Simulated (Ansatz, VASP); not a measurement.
# One calculation of Zn, two programs

Contents of INCAR:

```
SYSTEM = Zn
  PREC = Accurate
  ENCUT = 500
  EDIFF = 1E-6
  ISMEAR = 0
  SIGMA = 0.15
  LREAL = .FALSE.
  LASPH = .TRUE.
  NELM = 120
  ALGO = Normal
  ISIF = 2
  LWAVE = .FALSE.
  LCHARG = .FALSE.
  GGA = PE
  NBANDS = 19
  GGA_COMPAT = .FALSE.
```

KPOINTS

```
regular mesh
0
G
  24 24 10
  0 0 0
```

The input POSCAR:

```
Zn
1.0
    2.4516142089      0.0000000000      0.0000000000
   -1.2258071045      2.1231601852      0.0000000000
    0.0000000000      0.0000000000      4.5509640000
Zn
2
Direct
    0.3333333333      0.6666666667      0.2500000000
    0.6666666667      0.3333333333      0.7500000000
```

Input for Ansatz:

```yaml
crystal:
  lattice:
    - [2.4516142089, 0.0, 0.0]
    - [-1.2258071045, 2.1231601852, 0.0]
    - [0.0, 0.0, 4.550964]
  atoms:
    - { symbol: Zn, position: [0.3333333333, 0.6666666667, 0.25] }
    - { symbol: Zn, position: [0.6666666667, 0.3333333333, 0.75] }
basis:
  ecutwfc: 420
kpoints:
  mp_grid: { grid: [24, 24, 10] }
hamiltonian:
  xc: pbe
scf:
  occupations: { method: gaussian, width: 0.15 }
output:
  forces: true
  stress: true
  eigenvalues: true
```

Change from the starting cell: strain -0.080 along x and y, -0.080 along z, atoms carried along.

Alike in both runs: task single point; functional PBE; k mesh 24 × 24 × 10; occupations gaussian, width 0.15 eV; no spin polarisation.

|  | VASP | Ansatz |
| --- | --- | --- |
| version | VASP 6.6.1 | Ansatz 0.2.0 |
| potentials or method | VASP PAW PBE potentials, release 64 (Zn), cutoff 500 eV | scalar-relativistic, plane waves, PAW |
| valence electrons in the cell | 24 | 24 |

```tsv
	VASP	Ansatz	Ansatz less VASP
gap on the k mesh at the Fermi level (eV)	none	none	-
pressure (GPa)	35.3	34.5	-0.78
traceless stress, the component that is largest in VASP (GPa)	-7.77	-7.51	+0.258
```

A gap of «none» marks a metal or a gap that the smearing closes. Both programs put the cell under a high pressure, so it lies far from rest at this level. With one functional, cell and mesh, what is left measures potentials, basis and numerics.
